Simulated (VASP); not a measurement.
# HC8 in VASP: relaxation of the atoms with PBE+D3(BJ)

Aim: the relaxation of the atoms of HC8 with PBE+D3(BJ).

Program: VASP 6.6.1. These are calculated values, not measurements. Logs are shortened: lines on timing, memory, paths and dates and some standing lists are left out, and cuts for length are marked.

## (1) The cell of the first run

The cell holds a slab with vacuum, 9 atoms: a = 2.466 Å, b = 2.465 Å, c = 29.199 Å, α = 90.00°, β = 90.00°, γ = 120.01°.

## (2) Relaxation of the atoms, PBE+D3(BJ)

The input, INCAR:

```
SYSTEM = HC8
ALGO = Normal
DIPOL = 0.5 0.5 0.489
EDIFF = 1E-6
EDIFFG = -0.03
ENCUT = 520
GGA = PE
IBRION = 2
IDIPOL = 3
ISIF = 2
ISMEAR = 0
IVDW = 12
LASPH = .True.
LCHARG = .False.
LDIPOL = .True.
LREAL = .False.
LWAVE = .False.
NELM = 80
NSW = 90
PREC = Accurate
SIGMA = 0.1
```

The input, KPOINTS:

```
k-points
0
Gamma
  12 12 1
  0 0 0
```

The input, POSCAR:

```
HC8
1.0
    2.4655379958      0.0000000000      0.0000000000
   -1.2327689979      2.1341461202      0.0000000000
    0.0000000000      0.0000000000     29.1985170553
C H
8 1
Selective dynamics
Direct
    0.0833101793      0.1666203587      0.2911106747  F F F
    0.4166898206      0.8333796413      0.2911106747  F F F
    0.5833101794      0.1666203587      0.4075389574  F F F
    0.9166898206      0.8333796413      0.4075389574  F F F
    0.0833101793      0.1666203587      0.5239644132  T T T
    0.4166898206      0.8333796413      0.5239644132  T T T
    0.5833101794      0.1666203587      0.6403926960  T T T
    0.9166898206      0.8333796413      0.6403926960  T T T
    0.5833101794      0.1666203587      0.6773808758  T T T
```

Potentials or basis: VASP PAW PBE potentials, release 64 (C, H).

On the command line:

```console
cat potpaw_PBE.64/C/POTCAR potpaw_PBE.64/H/POTCAR > POTCAR
mpirun -np 1 vasp_std > vasp.out
```

OUTCAR:

```text
SYSTEM = HC8
   EDIFF = 1E-6
   EDIFFG = -0.03
   ENCUT = 520
   GGA = PE
   IBRION = 2
   ISIF = 2
   ISMEAR = 0
   IVDW = 12
   LASPH = .True.
   LREAL = .False.
   NELM = 80
   NSW = 90
   PREC = Accurate
 IVDW          = 12

 ion  position               nearest neighbor table
   1  0.083  0.167  0.291-   2 1.42   2 1.42   2 1.42
   2  0.417  0.833  0.291-   1 1.42   1 1.42   1 1.42
   3  0.583  0.167  0.408-   4 1.42   4 1.42   4 1.42
   4  0.917  0.833  0.408-   3 1.42   3 1.42   3 1.42
   5  0.083  0.167  0.524-   6 1.42   6 1.42   6 1.42
   6  0.417  0.833  0.524-   5 1.42   5 1.42   5 1.42
   7  0.583  0.167  0.640-   9 1.08   8 1.42   8 1.42   8 1.42
   8  0.917  0.833  0.640-   7 1.42   7 1.42   7 1.42
   9  0.583  0.167  0.677-   7 1.08

  Warning from LATTYP: Monoclinic adjustment (A1->A3, A2->A1, A3->A2)!
  LATTYP: Found a base centered orthorhombic cell.
 ALAT       =     2.4655379958
 B/A-ratio  =     1.7311808813
 C/A-ratio  =    11.8426554793

  Lattice vectors:

 A1 = (   1.2327689979,  -2.1341461202,   0.0000000000)
 A2 = (   1.2327689979,   2.1341461202,   0.0000000000)
 A3 = (   0.0000000000,   0.0000000000,  29.1985170553)

Analysis of symmetry for initial positions (statically):
=====================================================================
 Subroutine PRICEL returns:
 Original cell was already a primitive cell.

 Routine SETGRP: Setting up the symmetry group for a
 base centered orthorhombic supercell.

 Subroutine GETGRP returns: Found  2 space group operations
 (whereof  2 operations were pure point group operations)
 out of a pool of  8 trial point group operations.

The static configuration has the point symmetry C_1h.

Analysis of symmetry for dynamics (positions and initial velocities):
=====================================================================
 Subroutine PRICEL returns:
 Original cell was already a primitive cell.

 Routine SETGRP: Setting up the symmetry group for a
 base centered orthorhombic supercell.

 Subroutine GETGRP returns: Found  2 space group operations
 (whereof  2 operations were pure point group operations)
 out of a pool of  8 trial point group operations.

The dynamic configuration has the point symmetry C_1h.

Analysis of constrained symmetry for selective dynamics:
=====================================================================
 Subroutine PRICEL returns:
 Original cell was already a primitive cell.

 Routine SETGRP: Setting up the symmetry group for a
 base centered orthorhombic supercell.

 Subroutine GETGRP returns: Found  2 space group operations
 (whereof  2 operations were pure point group operations)
 out of a pool of  8 trial point group operations.

The constrained configuration has the point symmetry C_1h.

 Subroutine INISYM returns: Found  2 space group operations
 (whereof  2 operations are pure point group operations),
 and found     1 'primitive' translations

----------------------------------------------------------------------------------------

                                     Primitive cell

  volume of cell :     153.6373

  direct lattice vectors                    reciprocal lattice vectors
     2.465537996  0.000000000  0.000000000     0.405590991  0.234285739  0.000000000
    -1.232768998  2.134146120  0.000000000     0.000000000  0.468571477  0.000000000
     0.000000000  0.000000000 29.198517055     0.000000000  0.000000000  0.034248315

  length of vectors
     2.465537996  2.464609313 29.198517055     0.468394982  0.468571477  0.034248315

  position of ions in fractional coordinates (direct lattice)
     0.083310179  0.166620359  0.291110675
     0.416689821  0.833379641  0.291110675
     0.583310179  0.166620359  0.407538957
     0.916689821  0.833379641  0.407538957
     0.083310179  0.166620359  0.523964413
     0.416689821  0.833379641  0.523964413
     0.583310179  0.166620359  0.640392696
     0.916689821  0.833379641  0.640392696
     0.583310179  0.166620359  0.677380876

  ion indices of the primitive-cell ions
   primitive index   ion index
                 1           1
                 2           2
                 3           3
                 4           4
                 5           5
                 6           6
[... 36 lines left out ...]
  0.333333 -0.000000  0.000000      4.000000
  0.416667  0.000000  0.000000      4.000000
[... 16 lines left out ...]
  0.333333  0.166667  0.000000      4.000000
  0.416667  0.166667  0.000000      4.000000
 [... further k-points ...]
   k-points           NKPTS =     43   k-points in BZ     NKDIM =     43   number of bands    NBANDS=     21
   number of dos      NEDOS =    301   number of ions     NIONS =      9
   total plane-waves  NPLWV =  72576
   dimension x,y,z NGX =    18 NGY =   18 NGZ =  224
   dimension x,y,z NGXF=    36 NGYF=   36 NGZF=  448
   ions per type =               8   1
   NGX,Y,Z   is equivalent  to a cutoff of  12.14, 12.14, 12.75 a.u.
   NGXF,Y,Z  is equivalent  to a cutoff of  24.27, 24.28, 25.51 a.u.
 SYSTEM =  HC8
   PREC   = accura    normal or accurate (medium, high low for compatibility)
   ISTART =      0    job   : 0-new  1-cont  2-samecut
   ICHARG =      2    charge: 1-file 2-atom 10-const
   ISPIN  =      1    spin polarized calculation?
   LNONCOLLINEAR =      F non collinear calculations
   LSORBIT =      F    spin-orbit coupling
   LASPH  =      T    aspherical Exc in radial PAW
   ENCUT  =  520.0 eV  38.22 Ry    6.18 a.u.   4.58  4.58 54.29*2*pi/ulx,y,z
   NELM   =     80;   NELMIN=  2; NELMDL= -5     # of ELM steps
   EDIFF  = 0.1E-05   stopping-criterion for ELM
   LREAL  =      F    real-space projection
   EDIFFG = -.3E-01   stopping-criterion for IOM
   NSW    =     90    number of steps for IOM
   IBRION =      2    ionic relax: 0-MD 1-quasi-New 2-CG
   NFREE  =      1    steps in history (QN), initial steepest desc. (CG)
   ISIF   =      2    stress and relaxation
   ISYM   =      2    0-nonsym 1-usesym 2-fastsym
   POTIM  = 0.5000    time-step for ionic-motion
   TEBEG  =    0.0;   TEEND  =   0.0 temperature during run
   PSTRESS=    0.0 pullay stress
   NELECT =      33.0000    total number of electrons
   NUPDOWN=      -1.0000    fix difference up-down
   EMIN   =  10.00;   EMAX   =-10.00  energy-range for DOS
   EFERMI =   0.00;   METHOD = LEGACY
   ISMEAR =     0;   SIGMA  =   0.10  broadening in eV -4-tet -1-fermi 0-gaus
   EFERMI_NEDOS =   21; number of points for ismear=-14 and -15
   IALGO  =     38    algorithm
   IMIX   =      4    mixing-type and parameters
     AMIX     =   0.40;   BMIX     =  1.00
     AMIX_MAG =   1.60;   BMIX_MAG =  1.00
  volume/ion in A,a.u.               =      17.07       115.20
  Fermi-wavevector in a.u.,A,eV,Ry     =   0.980424  1.852733 13.078344  0.961231
  Thomas-Fermi vector in A             =   2.111353
   LORBIT       =      0    0 simple, 1 ext, 2 COOP (PROOUT), +10 PAW based schemes
   GGA     = PE    functional components
   LHFCALC =     F    Hartree Fock is set to
   AEXX    =    0.0000 exact exchange contribution
   IVDW    =    12    specifies the selected vdW correction
   LEPSILON=     F    determine dielectric tensor
   LRPA    =     F    only Hartree local field effects (RPA)
 conjugate gradient relaxation of ions
 non-spin polarized calculation
 Gauss-broadening in eV      SIGMA  =   0.10
  energy-cutoff  :      520.00
  volume of cell :      153.64
 maximum number of plane-waves:      4190
   NGX =  9   NGY =  9   NGZ =109

--------------------------------------- Ionic step        1  -------------------------------------------

 number of electron      32.9999990 magnetization

 Free energy of the ion-electron system (eV)
  ---------------------------------------------------
  ext. energy  EPLUGINS =         0.00000000
  ---------------------------------------------------
  free energy    TOTEN  =       -74.61665668 eV

  energy without entropy =      -74.61068149  energy(sigma->0) =      -74.61366909

------------------------ aborting loop because EDIFF is reached ----------------------------------------

 Edisp (eV)   -1.13304

 E8    (eV) :    -0.3244
[... 85 lines left out ...]
--------------------------------------- Ionic step        3  -------------------------------------------

 number of electron      32.9999991 magnetization

 E-fermi :  -0.0208     XC(G=0):  -5.3808

 val. band max:       -0.0286576584   @ k =   0.0833   0.1667   0.0000
 cond. band min:      -0.0192875308   @ k =   0.1667   0.3333   0.0000
 fundamental gap:      0.0093701276
 Fermi energy:        -0.0207839315

 k-point     1 :       0.0000    0.0000    0.0000
  band No.  band energies     occupation
      1     -20.2432      2.00000
      2     -19.6363      2.00000
      3     -19.5427      2.00000
      4     -19.4430      2.00000
      5     -10.1475      2.00000
      6      -8.2419      2.00000
[... 607 lines left out ...]
  FREE ENERGIE OF THE ION-ELECTRON SYSTEM (eV)
  ---------------------------------------------------
  free  energy   TOTEN  =       -76.2726296649 eV

  energy  without entropy=      -76.2601896502  energy(sigma->0) =      -76.26640966

 dipolmoment           0.000000      0.000000      0.001979 electrons x Angstroem

 vacuum level on the upper side and lower side of the slab       (xc-potential included)        -0.311        -0.012

[... ionic steps 4 to 31 ...]

--------------------------------------- Ionic step       32  -------------------------------------------

 number of electron      33.0000000 magnetization

------------------------ aborting loop because EDIFF is reached ----------------------------------------
[... 89 lines left out ...]
--------------------------------------- Ionic step       34  -------------------------------------------

 number of electron      33.0000000 magnetization

 dipolmoment           0.000000      0.000000     -0.009775 electrons x Angstroem

 Free energy of the ion-electron system (eV)
  ---------------------------------------------------
  ext. energy  EPLUGINS =         0.00000000
  ---------------------------------------------------
  free energy    TOTEN  =       -75.18383097 eV

  energy without entropy =      -75.17951766  energy(sigma->0) =      -75.18167432

 E-fermi :   0.1332     XC(G=0):  -5.3248

 val. band max:        0.1190273503   @ k =   0.3333   0.3333   0.0000
 cond. band min:       0.1674613862   @ k =   0.5000   0.2500   0.0000
 fundamental gap:      0.0484340359
 Fermi energy:         0.1332465519

 k-point     1 :       0.0000    0.0000    0.0000
  band No.  band energies     occupation
      1     -20.1468      2.00000
      2     -19.4663      2.00000
      3     -19.3732      2.00000
      4     -19.2922      2.00000
      5     -10.3315      2.00000
      6      -8.0347      2.00000
[... 568 lines left out ...]
 [... further k-points ...]

------------------------ aborting loop because EDIFF is reached ----------------------------------------

 vacuum level on the upper side and lower side of the slab       (xc-potential included)        -0.224         0.119

 Edisp (eV)   -1.15376

 E8    (eV) :    -0.3314

  FORCE on cell =-STRESS in cart. coord.  units (eV):
  Direction    XX          YY          ZZ          XY          YZ          ZX
  --------------------------------------------------------------------------------------
  -------------------------------------------------------------------------------------
  Total       3.09506     3.09648    -0.22353     0.00000    -0.13106     0.00000
  in kB      32.27623    32.29104    -2.33103     0.00000    -1.36678     0.00000
  external pressure =       20.75 kB  Pullay stress =        0.00 kB
[... 24 lines left out ...]
  FREE ENERGIE OF THE ION-ELECTRON SYSTEM (eV)
  ---------------------------------------------------
  free  energy   TOTEN  =       -76.3375913560 eV

  energy  without entropy=      -76.3332780397  energy(sigma->0) =      -76.33543470

 reached required accuracy - stopping structural energy minimisation

 vacuum level on the upper side and lower side of the slab         4.018         4.362
```

It took 19 min on 1 thread of Intel Xeon 6975P-C (Granite Rapids), shared host; peak memory 0.35 GiB.

What came out:

```
Free energy                : -76.3376 eV
Energy gained by relaxing  : 65.3 meV/atom
Ionic steps                : 34
Band gap on the k mesh     : zero (an odd number of electrons rules out a gap without spin polarisation)
Dispersion energy per atom : -0.128 eV
```

The path:
| step | energy change (eV) | largest force on free atoms (eV/Å) | pressure (GPa) |
| --- | --- | --- | --- |
| 1 | 0.0000 | 3.0571 | 4.43 |
| 2 | -0.4998 | 1.4372 | 2.33 |
| 3 | -0.5229 | 1.1091 | 1.44 |
| 4 | -0.5278 | 1.2737 | 1.68 |
| 5 | -0.5395 | 0.9913 | 1.59 |
| 6 | -0.5663 | 0.5414 | 1.62 |
| 7 | -0.5564 | 1.4476 | 2.02 |
| 8 | -0.5733 | 0.3414 | 1.76 |
| 9 | -0.5772 | 0.4008 | 2.16 |
| 10 | -0.5791 | 0.2446 | 2.02 |
| 11 | -0.5805 | 0.0628 | 2.06 |
| 12 | -0.5805 | 0.0362 | 2.06 |
| 13 | -0.5806 | 0.0609 | 2.06 |
| 14 | -0.5806 | 0.0995 | 2.06 |
| 15 | -0.5807 | 0.0996 | 2.06 |
| 16 | -0.5807 | 0.0987 | 2.06 |
| 17 | -0.5809 | 0.0964 | 2.06 |
| 18 | -0.5811 | 0.0923 | 2.07 |
| 19 | -0.5816 | 0.0844 | 2.07 |
| 20 | -0.5825 | 0.0722 | 2.09 |
| 21 | -0.5839 | 0.1250 | 2.11 |
| 22 | -0.5848 | 0.2404 | 2.17 |
| 23 | -0.5849 | 0.2323 | 2.17 |
| 24 | -0.5854 | 0.2104 | 2.17 |
| 25 | -0.5861 | 0.1817 | 2.16 |
| 26 | -0.5870 | 0.1274 | 2.15 |
| 27 | -0.5870 | 0.1102 | 2.15 |
| 28 | -0.5872 | 0.0940 | 2.14 |
| 29 | -0.5876 | 0.0608 | 2.11 |
| 30 | -0.5876 | 0.0839 | 2.09 |
| 31 | -0.5877 | 0.0373 | 2.08 |
| 32 | -0.5877 | 0.0371 | 2.08 |
| 33 | -0.5878 | 0.0348 | 2.08 |
| 34 | -0.5879 | 0.0290 | 2.07 |

Final structure:
```cif
data_structure
_symmetry_space_group_name_H-M 'P 1'
_symmetry_Int_Tables_number 1
_cell_length_a 2.4655
_cell_length_b 2.4646
_cell_length_c 29.1985
_cell_angle_alpha 90.000
_cell_angle_beta 90.000
_cell_angle_gamma 120.012
_cell_volume 153.64
loop_
_atom_site_label
_atom_site_type_symbol
_atom_site_fract_x
_atom_site_fract_y
_atom_site_fract_z
_atom_site_occupancy
C1 C 0.08331 0.16662 0.29111 1
C2 C 0.41669 0.83338 0.29111 1
C3 C 0.58331 0.16662 0.40754 1
C4 C 0.91669 0.83338 0.40754 1
C5 C 0.09823 0.19645 0.52796 1
C6 C 0.43137 0.86275 0.52788 1
C7 C 0.57355 0.14710 0.63939 1
C8 C 0.90687 0.81374 0.63023 1
H1 H 0.57473 0.14947 0.67966 1
```

The gap in the log of VASP goes by the Fermi energy; the results here count the filled bands.